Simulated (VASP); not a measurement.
# In2O3 (R-3c) in VASP: single point with r2SCAN

Aim: the single point of In2O3 with r2SCAN.

All numbers are computed with VASP 6.6.1; they aren't measurements. Logs are shortened: lines on timing, memory, paths and dates and some standing lists are left out, and cuts for length are marked.

### Step 1. The cell of the first run

It takes space group R-3c (No. 167, trigonal). Conventional cell: a = 5.509 Å, b = 5.509 Å, c = 14.561 Å, α = 90.00°, β = 90.00°, γ = 120.00°. Within 2.8 Å of In (site symmetry 3) lie 6 O at 2.13 to 2.26 Å. O (site symmetry 2) has 4 In at 2.13 to 2.26 Å and 8 O at 2.83 to 3.11 Å within 3.2 Å.

### Step 2. Single point, r2SCAN, non-collinear spin, zero start, spin-orbit coupling

Input file POSCAR:

```
In2O3
1.0
    2.7544281000      1.5902698000      4.8537827300
   -2.7544281000      1.5902698000      4.8537827300
    0.0000000000     -3.1805396100      4.8537827300
In O
4 6
Direct
    0.3570913800      0.3570913800      0.3570913800
    0.1429086200      0.1429086200      0.1429086200
    0.6429086200      0.6429086200      0.6429086200
    0.8570913800      0.8570913800      0.8570913800
    0.5465609600      0.9534390400      0.2500000000
    0.2500000000      0.5465609600      0.9534390400
    0.9534390400      0.2500000000      0.5465609600
    0.4534390400      0.0465609600      0.7500000000
    0.7500000000      0.4534390400      0.0465609600
    0.0465609600      0.7500000000      0.4534390400
```

Input file INCAR.step1:

```
SYSTEM = In2O3
  PREC = Accurate
  ENCUT = 520
  ISMEAR = -1
  SIGMA = 0.02
  LREAL = .FALSE.
  LASPH = .TRUE.
  NELM = 150
  MAGMOM = 0 0 0 0 0 0 0 0 0 0 0 0 0 0 0 0 0 0 0 0 0 0 0 0 0 0 0 0 0 0
  LSORBIT = .TRUE.
  GGA_COMPAT = .FALSE.
  NBANDS = 108
  GGA = PE
  ALGO = Normal
  EDIFF = 1E-4
  LWAVE = .TRUE.
  LCHARG = .FALSE.
  KPAR = 4
```

Input file INCAR.step2:

```
SYSTEM = In2O3
  PREC = Accurate
  ENCUT = 520
  EDIFF = 1E-6
  ISMEAR = -1
  SIGMA = 0.02
  LREAL = .FALSE.
  LASPH = .TRUE.
  NELM = 150
  ALGO = Normal
  ISIF = 2
  LWAVE = .FALSE.
  LCHARG = .FALSE.
  MAGMOM = 0 0 0 0 0 0 0 0 0 0 0 0 0 0 0 0 0 0 0 0 0 0 0 0 0 0 0 0 0 0
  LORBIT = 11
  LSORBIT = .TRUE.
  GGA_COMPAT = .FALSE.
  LORBMOM = .TRUE.
  METAGGA = R2SCAN
  LMIXTAU = .TRUE.
  NBANDS = 108
  ISTART = 1
  KPAR = 4
```

Input file KPOINTS:

```
regular mesh
0
G
  4 4 4
  0 0 0
```

Potentials or basis: VASP PAW PBE potentials, release 64 (In_d, O).

On the command line:

```console
$ cat potpaw_PBE.64/In_d/POTCAR potpaw_PBE.64/O/POTCAR > POTCAR
$ cp INCAR.step1 INCAR
$ mpirun -np 4 vasp_ncl > vasp.out
$ cp INCAR.step2 INCAR
$ mpirun -np 4 vasp_ncl > vasp.out
```

OUTCAR:

```text
SYSTEM = In2O3
   PREC = Accurate
   ENCUT = 520
   EDIFF = 1E-6
   ISMEAR = -1
   LREAL = .FALSE.
   LASPH = .TRUE.
   NELM = 150
   ISIF = 2
   LORBIT = 11
   LSORBIT = .TRUE.
   METAGGA = R2SCAN
   ISTART = 1

 ion  position               nearest neighbor table
   1  0.357  0.357  0.357-   9 2.13   8 2.13  10 2.13   7 2.26   6 2.26   5 2.26   2 3.12   3 3.25
                             3 3.25   3 3.25   2 3.62   2 3.62   2 3.62   4 4.00   4 4.00   4 4.00
   2  0.143  0.143  0.143-  10 2.13   8 2.13   9 2.13   6 2.26   7 2.26   5 2.26   1 3.12   4 3.25
                             4 3.25   4 3.25   1 3.62   1 3.62   1 3.62   3 4.00   3 4.00   3 4.00
   3  0.643  0.643  0.643-   6 2.13   5 2.13   7 2.13  10 2.26   9 2.26   8 2.26   4 3.12   1 3.25
                             1 3.25   1 3.25   4 3.62   4 3.62   4 3.62   2 4.00   2 4.00   2 4.00
   4  0.857  0.857  0.857-   7 2.13   5 2.13   6 2.13   9 2.26  10 2.26   8 2.26   3 3.12   2 3.25
                             2 3.25   2 3.25   3 3.62   3 3.62   3 3.62   1 4.00   1 4.00   1 4.00
   5  0.547  0.953  0.250-   3 2.13   4 2.13   1 2.26   2 2.26
   6  0.250  0.547  0.953-   3 2.13   4 2.13   2 2.26   1 2.26
   7  0.953  0.250  0.547-   4 2.13   3 2.13   1 2.26   2 2.26
   8  0.453  0.047  0.750-   1 2.13   2 2.13   3 2.26   4 2.26
   9  0.750  0.453  0.047-   1 2.13   2 2.13   4 2.26   3 2.26
  10  0.047  0.750  0.453-   2 2.13   1 2.13   3 2.26   4 2.26

  LATTYP: Found a trigonal (rhomboedric) cell.
 ALAT       =     5.8030198160
 COS(alpha) =     0.5494066601

  Lattice vectors:

 A1 = (   2.7544281000,   1.5902698000,   4.8537827300)
 A2 = (  -2.7544281000,   1.5902698000,   4.8537827300)
 A3 = (   0.0000000000,  -3.1805396100,   4.8537827300)

Analysis of symmetry for initial positions (statically):
=====================================================================
 Subroutine PRICEL returns:
 Original cell was already a primitive cell.

 Routine SETGRP: Setting up the symmetry group for a
 trigonal (rhombohedral) supercell.

 Subroutine GETGRP returns: Found 12 space group operations
 (whereof  6 operations were pure point group operations)
 out of a pool of 12 trial point group operations.

The static configuration has the point symmetry S_6 .
 The point group associated with its full space group is D_3d.

Analysis of symmetry for dynamics (positions and initial velocities):
=====================================================================
 Subroutine PRICEL returns:
 Original cell was already a primitive cell.

 Routine SETGRP: Setting up the symmetry group for a
 trigonal (rhombohedral) supercell.

 Subroutine GETGRP returns: Found 12 space group operations
 (whereof  6 operations were pure point group operations)
 out of a pool of 12 trial point group operations.

The dynamic configuration has the point symmetry S_6 .
 The point group associated with its full space group is D_3d.

Analysis of structural, dynamic, and magnetic symmetry:
=====================================================================
 Subroutine PRICEL returns:
 Original cell was already a primitive cell.

 Routine SETGRP: Setting up the symmetry group for a
 trigonal (rhombohedral) supercell.

 Subroutine GETGRP returns: Found 12 space group operations
 (whereof  6 operations were pure point group operations)
 out of a pool of 12 trial point group operations.

The overall configuration has the point symmetry S_6 .
 The point group associated with its full space group is D_3d.

 Subroutine INISYM returns: Found 12 space group operations
 (whereof  6 operations are pure point group operations),
 and found     1 'primitive' translations

----------------------------------------------------------------------------------------

                                     Primitive cell

  volume of cell :     127.5657

  direct lattice vectors                    reciprocal lattice vectors
     2.754428100  1.590269800  4.853782730     0.181525886  0.104804019  0.068674960
    -2.754428100  1.590269800  4.853782730    -0.181525886  0.104804019  0.068674960
     0.000000000 -3.180539610  4.853782730     0.000000000 -0.209608038  0.068674960

  length of vectors
     5.803019816  5.803019816  5.803019817     0.220571484  0.220571484  0.220571484

  position of ions in fractional coordinates (direct lattice)
     0.357091380  0.357091380  0.357091380
     0.142908620  0.142908620  0.142908620
     0.642908620  0.642908620  0.642908620
     0.857091380  0.857091380  0.857091380
     0.546560960  0.953439040  0.250000000
     0.250000000  0.546560960  0.953439040
[... 1495 lines left out ...]
      0.00000     -0.00000      2.08094         0.000000      0.000000     -0.018587
      0.00000     -0.00000      9.36162         0.000000      0.000000     -0.018587
      0.00000     -0.00000     12.48041         0.000000     -0.000000      0.018587
     -1.12072      1.59027      8.49412         0.007864     -0.000000      0.000000
     -0.81686     -1.76570      8.49412        -0.003932      0.006810      0.000000
      1.93757      0.17543      8.49412        -0.003932     -0.006810      0.000000
      1.12072     -1.59027      6.06723        -0.007864      0.000000      0.000000
      0.81686      1.76570      6.06723         0.003932     -0.006810      0.000000
     -1.93757     -0.17543      6.06723         0.003932      0.006810      0.000000
 -----------------------------------------------------------------------------------
    total drift:                                0.000000      0.000000      0.000000

  FREE ENERGIE OF THE ION-ELECTRON SYSTEM (eV)
  ---------------------------------------------------
  free  energy   TOTEN  =      -144.5676912187 eV

  energy  without entropy=     -144.5676912187  energy(sigma->0) =     -144.56769122

 orbital moment (x)

 # of ion     p       d       tot
 ----------------------------------------
  1        -0.000  -0.000  -0.000
  2         0.000  -0.000  -0.000
  3         0.000  -0.000  -0.000
  4         0.000  -0.000  -0.000
  5        -0.000   0.000  -0.000
  6         0.000   0.000   0.000
  7         0.000   0.000   0.000
  8        -0.000   0.000  -0.000
  9         0.000   0.000   0.000
 10         0.000   0.000   0.000
 ----------------------------------------
            0.000  -0.000  -0.000

 orbital moment (y)

 # of ion     p       d       tot
 ----------------------------------------
  1        -0.000   0.000   0.000
  2         0.000  -0.000  -0.000
  3        -0.000   0.000   0.000
  4         0.000  -0.000  -0.000
  5        -0.000   0.000  -0.000
  6        -0.000   0.000  -0.000
  7         0.000   0.000   0.000
  8        -0.000   0.000  -0.000
  9        -0.000   0.000  -0.000
 10         0.000   0.000   0.000
 ----------------------------------------
           -0.000   0.000  -0.000

 orbital moment (z)

 # of ion     p       d       tot
 ----------------------------------------
  1         0.000  -0.000   0.000
  2        -0.000   0.000  -0.000
  3         0.000  -0.000   0.000
  4        -0.000   0.000  -0.000
  5         0.000   0.000   0.000
  6        -0.000   0.000  -0.000
  7         0.000   0.000   0.000
  8         0.000   0.000   0.000
  9        -0.000   0.000  -0.000
 10         0.000   0.000   0.000
 ----------------------------------------
           -0.000  -0.000  -0.000

 Spin-Orbit-Coupling matrix elements

 Ion:    1  E_soc:     -0.0535165
 l=   1
     0.0000000    -0.0030870    -0.0032051
    -0.0030870     0.0000000    -0.0030870
    -0.0032051    -0.0030870     0.0000000
 l=   2
     0.0000000    -0.0011463     0.0000000    -0.0011463    -0.0046576
    -0.0011463     0.0000000    -0.0035030    -0.0011304    -0.0011463
     0.0000000    -0.0035030     0.0000000    -0.0035030     0.0000000
    -0.0011463    -0.0011304    -0.0035030     0.0000000    -0.0011463
    -0.0046576    -0.0011463     0.0000000    -0.0011463     0.0000000
 l=   3
     0.0000000     0.0000000     0.0000000     0.0000000     0.0000000     0.0000000     0.0000000
     0.0000000     0.0000000     0.0000000     0.0000000     0.0000000     0.0000000     0.0000000
     0.0000000     0.0000000     0.0000000     0.0000000     0.0000000     0.0000000     0.0000000
     0.0000000     0.0000000     0.0000000     0.0000000     0.0000000     0.0000000     0.0000000
[... 169 lines left out ...]
 l=   2
     0.0000000     0.0000000     0.0000000     0.0000000     0.0000000
     0.0000000     0.0000000     0.0000000     0.0000000     0.0000000
     0.0000000     0.0000000     0.0000000     0.0000000     0.0000000
     0.0000000     0.0000000     0.0000000     0.0000000     0.0000000
     0.0000000     0.0000000     0.0000000     0.0000000     0.0000000
 l=   3
     0.0000000     0.0000000     0.0000000     0.0000000     0.0000000     0.0000000     0.0000000
     0.0000000     0.0000000     0.0000000     0.0000000     0.0000000     0.0000000     0.0000000
     0.0000000     0.0000000     0.0000000     0.0000000     0.0000000     0.0000000     0.0000000
     0.0000000     0.0000000     0.0000000     0.0000000     0.0000000     0.0000000     0.0000000
     0.0000000     0.0000000     0.0000000     0.0000000     0.0000000     0.0000000     0.0000000
     0.0000000     0.0000000     0.0000000     0.0000000     0.0000000     0.0000000     0.0000000
     0.0000000     0.0000000     0.0000000     0.0000000     0.0000000     0.0000000     0.0000000

 total charge

# of ion       s       p       d       tot
------------------------------------------
    1        0.627   0.660  10.070  11.358
    2        0.627   0.660  10.070  11.358
    3        0.627   0.660  10.070  11.358
    4        0.627   0.660  10.070  11.358
    5        1.565   3.478   0.000   5.043
    6        1.565   3.478   0.000   5.043
    7        1.565   3.478   0.000   5.043
    8        1.565   3.478   0.000   5.043
    9        1.565   3.478   0.000   5.043
   10        1.565   3.478   0.000   5.043
--------------------------------------------------
tot         11.899  23.509  40.281  75.689

 magnetization (x)

# of ion       s       p       d       tot
------------------------------------------
    1        0.000   0.000   0.000   0.000
    2       -0.000   0.000   0.000  -0.000
    3       -0.000   0.000   0.000  -0.000
    4       -0.000   0.000   0.000  -0.000
    5        0.000   0.000   0.000   0.000
    6       -0.000  -0.000   0.000  -0.000
    7       -0.000  -0.000   0.000  -0.000
    8        0.000   0.000   0.000   0.000
    9       -0.000  -0.000   0.000  -0.000
   10       -0.000  -0.000   0.000  -0.000
--------------------------------------------------
tot         -0.000   0.000   0.000   0.000

 magnetization (y)

# of ion       s       p       d       tot
------------------------------------------
    1        0.000  -0.000  -0.000  -0.000
    2       -0.000   0.000   0.000   0.000
    3        0.000  -0.000  -0.000  -0.000
    4       -0.000   0.000   0.000   0.000
    5        0.000   0.000   0.000   0.000
    6        0.000   0.000   0.000   0.000
    7       -0.000  -0.000   0.000  -0.000
    8        0.000   0.000   0.000   0.000
    9        0.000   0.000   0.000   0.000
   10       -0.000  -0.000   0.000  -0.000
--------------------------------------------------
tot          0.000   0.000   0.000   0.000

 magnetization (z)

# of ion       s       p       d       tot
------------------------------------------
    1       -0.000   0.000   0.000   0.000
    2        0.000  -0.000  -0.000  -0.000
    3       -0.000   0.000   0.000   0.000
    4        0.000  -0.000  -0.000  -0.000
    5        0.000   0.000   0.000   0.000
    6        0.000   0.000   0.000   0.000
    7       -0.000  -0.000   0.000  -0.000
    8        0.000   0.000   0.000   0.000
    9        0.000   0.000   0.000   0.000
   10       -0.000  -0.000   0.000  -0.000
--------------------------------------------------
tot          0.000  -0.000   0.000  -0.000
```

It took 35 min on 4 MPI ranks of Oxide Virtual Turin-like, shared host; peak memory 1.1 GiB.

Results:

```
Free energy                                           : -144.5677 eV
Pressure                                              : 0.9 GPa
Largest force                                         : 0.019 eV/Å
Net moment                                            : 0.00 μB per cell
Valence electrons inside the program's atomic spheres : In 11.36; O 5.04
```

Forces on the atoms (eV/Å):
```
In   0.000  0.000  0.019
In   0.000  0.000 -0.019
In   0.000  0.000 -0.019
In   0.000  0.000  0.019
O    0.008  0.000  0.000
O   -0.004  0.007  0.000
O   -0.004 -0.007  0.000
O   -0.008  0.000  0.000
O    0.004 -0.007  0.000
O    0.004  0.007  0.000
```

Stress tensor (GPa, compression positive):
```
0.97 0.00 0.00
0.00 0.97 0.00
0.00 0.00 0.86
```

Moments on the atoms (μB; x, y, z):
```
In  0.00 0.00 0.00
In  0.00 0.00 0.00
In  0.00 0.00 0.00
In  0.00 0.00 0.00
O   0.00 0.00 0.00
O   0.00 0.00 0.00
O   0.00 0.00 0.00
O   0.00 0.00 0.00
O   0.00 0.00 0.00
O   0.00 0.00 0.00
```

Caveat: the PAW data sets were made with another functional, which shifts forces and pressure a little.
